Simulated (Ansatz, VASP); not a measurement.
This is a calculation of FeO for Ansatz 0.2.0.

Contents of input.yaml:

```yaml
crystal:
  lattice:
    - [0.0, 2.1554, 2.1554]
    - [2.1554, 0.0, 2.1554]
    - [2.1554, 2.1554, 0.0]
  atoms:
    - { symbol: Fe, position: [0.0, 0.0, 0.0] }
    - { symbol: O, position: [0.5, 0.5, 0.5] }
hamiltonian:
  xc: pbe
  pseudopotentials: { kind: paw }
magnetization:
  spin_polarized: true
  initial_magnetization: 0.0
  spin_locking: { lock_magnetization: hard }
kpoints:
  mp_grid: { grid: [9, 9, 9] }
scf:
  occupations: { method: fermi_dirac, width: 0.05 }
  lower_state_search: "off"
output:
  forces: true
  stress: true
  eigenvalues: true
```

Potentials or basis: Ansatz PAW.

Command:

```bash
$ ansatz run input.yaml --threads 2 --pin off --max-ram 5632MiB --backend cpu --events-out ev --progress --plain --runs-dir out
```

Q: Translate it to VASP 6.6.1. Potentials there: VASP PAW PBE potentials, release 64 (Fe_sv, O).

A: As run (the cutoff follows the program's own potentials):

Contents of INCAR:

```
SYSTEM = FeO
  PREC = Accurate
  ENCUT = 700
  EDIFF = 1E-6
  ISMEAR = -1
  SIGMA = 0.05
  LREAL = .False.
  LASPH = .True.
  NELM = 200
  ALGO = Normal
  ISIF = 2
  LWAVE = .False.
  LCHARG = .False.
  ISPIN = 2
  MAGMOM = 0 0
  LORBIT = 11
  NUPDOWN = 0.0
  LMAXMIX = 4
  GGA = PE
  NBANDS = 22
  GGA_COMPAT = .False.
```

Contents of KPOINTS:

```
regular mesh
0
Gamma
  9 9 9
  0 0 0
```

POSCAR

```
FeO
1.0
    0.0000000000      2.1554000000      2.1554000000
    2.1554000000      0.0000000000      2.1554000000
    2.1554000000      2.1554000000      0.0000000000
Fe O
1 1
Direct
    0.0000000000      0.0000000000      0.0000000000
    0.5000000000      0.5000000000      0.5000000000
```

Potentials or basis: VASP PAW PBE potentials, release 64 (Fe_sv, O).

Command:

```bash
$ cat potpaw_PBE.64/Fe_sv/POTCAR potpaw_PBE.64/O/POTCAR > POTCAR
$ mpirun -np 1 vasp_std > vasp.out
```

Both were run:

|  | VASP | Ansatz | Ansatz less VASP |
| --- | --- | --- | --- |
| pressure (GPa) | -27.1 | -25.8 | +1.28 |

With one functional, cell and mesh, what is left measures potentials, basis and numerics.
